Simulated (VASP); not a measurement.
Wanted: the native input for a VASP 6.6.1 run.

* Task: single point
* Functional: PBE
* Potentials or basis: VASP PAW PBE potentials, release 64 (Nb_sv)
* Cutoff: 520 eV
* k mesh: 22 × 22 × 22
* Occupations: fermi-dirac, width 0.0612256 eV
* Spin: no spin polarisation
* Dipole correction: no
* Further INCAR settings: ALGO = Normal; EDIFF = 1e-06; NBANDS = 12

The structure of Nb lies in POSCAR:

```
Nb
1.0
    0.0000000000      2.1368487698      2.1368487698
    2.1368487698      0.0000000000      2.1368487698
    2.1368487698      2.1368487698      0.0000000000
Nb
1
Direct
    0.0000000000      0.0000000000      0.0000000000
```

The input as run:

INCAR

```
ALGO = Normal
EDIFF = 1E-6
ENCUT = 520
GGA = PE
ISIF = 2
ISMEAR = -1
LASPH = True
LCHARG = False
LREAL = False
LWAVE = False
NBANDS = 12
NELM = 60
PREC = Accurate
SIGMA = 0.06122561905347299
```

KPOINTS

```
k-points
0
Gamma
  22 22 22
```

Potentials or basis: VASP PAW PBE potentials, release 64 (Nb_sv).

Launch:

```bash
$ cat potpaw_PBE.64/Nb_sv/POTCAR > POTCAR
$ mpirun -np 1 vasp_std > vasp.out
```

Results of the run:

* Pressure: -6.2 GPa

Wall time 68 s on 1 thread of AMD EPYC 7R13 Processor (Zen 3), with other jobs on the host, peak memory 0.17 GiB.
